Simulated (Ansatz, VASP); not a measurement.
## I in VASP and in Ansatz

```
I
1.0
     3.62750   -2.39750    0.00000
     3.62750    2.39750    0.00000
     0.00000    0.00000    9.78000
I
4
Direct
  0.84609 0.15391 0.12160
  0.65391 0.34609 0.62160
  0.15391 0.84609 0.87840
  0.34609 0.65391 0.37840
```

Alike in both runs: functional PBE; k mesh 8 × 8 × 4; occupations fermi-dirac, width 0.05 eV; no spin polarisation.

Ansatz relaxed the structure, and its values are those at the end. VASP's run is a single point on that final structure, the one shown.

|  | VASP | Ansatz |
| --- | --- | --- |
| version | VASP 6.6.1 | Ansatz 0.2.0 |
| potentials or method | VASP PAW PBE potentials, release 64 (I) | plane-wave PAW, scalar-relativistic |
| plane-wave cutoff (eV) | 520 | 420 |
| valence electrons in the cell | 28 | 68 |

```tsv
	VASP	Ansatz	Ansatz less VASP
pressure (GPa)	0.2	0.3	+0.03
rms of the force components (eV/Å)	0.016	0.007	-0.0098
```

VASP's potentials hold 28 valence electrons a cell and Ansatz's 68, so a difference there can come from the potentials and not from the codes. Ansatz's warnings: stress scf threshold loose.

Neither program's run includes spin-orbit coupling.
